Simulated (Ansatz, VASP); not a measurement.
MoN2 in VASP and in Ansatz

```
Mo N
1.0
     3.97021    0.00000    0.00000
     0.00000    3.97021    0.00000
     0.00000    0.00000    3.27788
Mo N
2 4
Direct
  0.50000 0.50000 0.00000
  0.00000 0.00000 0.00000
  0.88790 0.38790 0.50000
  0.11210 0.61210 0.50000
  0.38790 0.11210 0.50000
  0.61210 0.88790 0.50000
```

Alike in both runs: task single point; functional PBE; k mesh 12 × 12 × 20; occupations gaussian, width 0.15 eV; no spin polarisation.

|  | VASP | Ansatz |
| --- | --- | --- |
| version | VASP 6.6.1 | Ansatz 0.2.0 |
| potentials or method | VASP PAW PBE potentials, release 64 (Mo_sv, N), cutoff 520 eV | scalar-relativistic, plane waves, PAW |
| valence electrons in the cell | 48 | 48 |

|  | VASP | Ansatz | Ansatz less VASP |
| --- | --- | --- | --- |
| gap on the k mesh at the Fermi level (eV) | none | none | - |
| pressure (GPa) | 20.0 | 19.3 | -0.71 |
| traceless stress, the component that is largest in VASP (GPa) | -73.06 | -72.45 | +0.612 |
| rms of the force components (eV/Å) | 1.147 | 1.055 | -0.0926 |

Atom by atom the forces differ by 0.093 eV/Å (rms over components). A gap of «none» marks a metal or a gap that the smearing closes.

Noted on VASP's run: the standard files for N, O and F lose accuracy on very short bonds.
